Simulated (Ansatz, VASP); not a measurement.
Pt: VASP beside Ansatz

The input POSCAR:

```
Pt
1.0
    4.1772295240      0.0000000000     -0.0012359772
    0.0000000000      4.1772297069      0.0000000000
   -2.0891582260      0.0000000000      1.7873956847
Pt
2
Direct
    0.0000000000      0.0000000000      0.0000000000
    0.5000000000      0.5000000000      0.0000000000
```

Contents of INCAR.step1:

```
SYSTEM = Pt
ALGO     = Normal         ! electronic algorithm
EDIFF    = 1E-4           ! SCF threshold, eV
ENCUT    = 520            ! plane-wave cutoff, eV
GGA      = PE             ! functional
ISMEAR   = 0              ! smearing method
LASPH    = .TRUE.         ! aspherical terms in the spheres
LCHARG   = .FALSE.        ! write CHGCAR
LREAL    = .FALSE.        ! projectors in reciprocal space
LWAVE    = .TRUE.         ! write WAVECAR
NBANDS   = 17             ! bands
NELM     = 100            ! most SCF steps
PREC     = Accurate       ! precision mode
SIGMA    = 0.1            ! smearing width, eV
```

Contents of INCAR.step2:

```
SYSTEM = Pt
ALGO     = Normal         ! electronic algorithm
EDIFF    = 1E-6           ! SCF threshold, eV
ENCUT    = 520            ! plane-wave cutoff, eV
ISIF     = 2              ! what is computed and relaxed
ISMEAR   = 0              ! smearing method
ISTART   = 1            
LASPH    = .TRUE.         ! aspherical terms in the spheres
LCHARG   = .FALSE.        ! write CHGCAR
LMIXTAU  = .TRUE.       
LREAL    = .FALSE.        ! projectors in reciprocal space
LWAVE    = .FALSE.        ! write WAVECAR
METAGGA  = R2SCAN         ! meta-GGA
NBANDS   = 17             ! bands
NELM     = 100            ! most SCF steps
PREC     = Accurate       ! precision mode
SIGMA    = 0.1            ! smearing width, eV
```

KPOINTS

```
k-points
0
G
  8 8 19
  0 0 0
```

Input for Ansatz:

```yaml
crystal:
  lattice:
    - [4.177229524, 0.0, -0.0012359772]
    - [0.0, 4.1772297069, 0.0]
    - [-2.089158226, 0.0, 1.7873956847]
  atoms:
    - { symbol: Pt, position: [0.0, 0.0, 0.0] }
    - { symbol: Pt, position: [0.5, 0.5, 0.0] }
basis:
  ecutwfc: 500
kpoints:
  mp_grid: { grid: [8, 8, 19] }
hamiltonian:
  xc: r2scan
scf:
  occupations: { method: gaussian, width: 0.1 }
output:
  forces: true
  stress: true
  eigenvalues: true
```

Change from the starting cell: band edges of the strained film's bulk.

Alike in both runs: task single point; functional r2SCAN; k mesh 8 × 8 × 19; occupations gaussian, width 0.1 eV; no spin polarisation.

|  | VASP | Ansatz |
| --- | --- | --- |
| version | VASP 6.6.1 | Ansatz 0.2.0 |
| potentials or method | VASP PAW PBE potentials, release 64 (Pt), cutoff 520 eV | scalar-relativistic, plane waves, PAW |
| valence electrons in the cell | 20 | 36 |

```csv
,VASP,Ansatz,Ansatz less VASP
gap on the k mesh at the Fermi level (eV),none,none,-
pressure (GPa),-2.8,-3.4,-0.59
"traceless stress, the component that is largest in VASP (GPa)",3.42,3.34,-0.080
```

VASP's potentials were made for PBE, not for r2SCAN. A gap of «none» marks a metal or a gap that the smearing closes. With one functional, cell and mesh, what is left measures potentials, basis and numerics. VASP's potentials hold 20 valence electrons a cell and Ansatz's 36, so a difference there can come from the potentials and not from the codes.

Spin-orbit coupling is off throughout.
